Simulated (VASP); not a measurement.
A run of VASP 6.6.1:

File INCAR:

```
PREC = Accurate
ENCUT = 520
EDIFF = 1E-7
ISMEAR = 0
SIGMA = 0.1
LREAL = False
LASPH = True
NELM = 60
ALGO = Normal
ISIF = 2
LWAVE = False
LCHARG = False
GGA = PE
NBANDS = 17
```

The input KPOINTS:

```
Automatic mesh
0
Gamma
  14 14 14
```

POSCAR

```
MoS
1.0
    0.0000000000      2.6672146122      2.6672146122
    2.6672146122      0.0000000000      2.6672146122
    2.6672146122      2.6672146122      0.0000000000
Mo S
1 1
Direct
    0.0000000000      0.0000000000      0.0000000000
    0.2500000000      0.2500000000      0.2500000000
```

Potentials or basis: VASP PAW PBE potentials, release 64 (Mo_sv, S).

The run is started by

```bash
$ cat potpaw_PBE.64/Mo_sv/POTCAR potpaw_PBE.64/S/POTCAR > POTCAR
$ mpirun -np 1 vasp_std > vasp.out
```

Hardware: 1 thread of AMD EPYC 7R13, with other jobs on the host.

Estimate the wall time of this run.

Run time: 2.2 min on 1 thread of AMD EPYC 7R13, on a shared host, peak memory 0.17 GiB. Counts: scf iterations 13, k points 104.
